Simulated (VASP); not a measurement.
## Si2Mo: single point with PBE

The system is Si2Mo.

```xyz
3
Lattice="-1.4762 1.4762 3.6829 1.4762 -1.4762 3.6829 1.4762 1.4762 -3.6829" Properties=species:S:1:pos:R:3 pbc="T T T"
Si    0.0000    0.0000    4.9193
Si    0.0000    0.0000    2.4464
Mo    0.0000    0.0000    0.0000
```

```
Program             : VASP 6.6.1
Task                : single point
Functional          : PBE
Potentials or basis : VASP PAW PBE potentials, release 64 (Si, Mo_sv)
Cutoff              : 520 eV
k mesh              : 16 × 16 × 16
Occupations         : fermi-dirac, width 0.05 eV
Spin                : no spin polarisation
```

```
Pressure               : 81.9 GPa
Largest force          : 0.013 eV/Å
Band gap on the k mesh : zero (bands 11 and 12 overlap by 1.24 eV)
```

Forces on the atoms (eV/Å):
```
Si   0.000  0.000  0.013
Si   0.000  0.000 -0.013
Mo   0.000  0.000  0.000
```

Stress tensor (GPa, compression positive):
```
81.83  0.00  0.00
 0.00 81.83  0.00
 0.00  0.00 81.93
```

Levels at points of the mesh, in eV from the Fermi level:
```tsv
k point	band 7	band 8	band 9	band 10	band 11	band 12	band 13	band 14	band 15	band 16
(0.00, 0.00, 0.00)	-4.26	-3.31	-3.28	-3.28	0.63	2.14	4.59	4.59	4.77	5.22
(0.50, 0.00, 0.00)	-5.96	-5.04	-3.56	-3.13	-0.83	3.23	3.54	4.50	5.83	6.20
(0.50, 0.50, 0.00)	-6.73	-5.40	-5.16	-4.21	-0.89	3.35	3.75	3.83	3.88	5.14
(0.50, 0.50, 0.50)	-4.92	-3.11	-0.82	-0.82	-0.34	-0.34	0.84	5.32	5.89	8.21
```

Run time: 69 s on 1 thread of Intel(R) Xeon(R) 6975P-C (Granite Rapids) (shared host), peak memory 0.32 GiB.

Caveat: the cell stands under pressure.
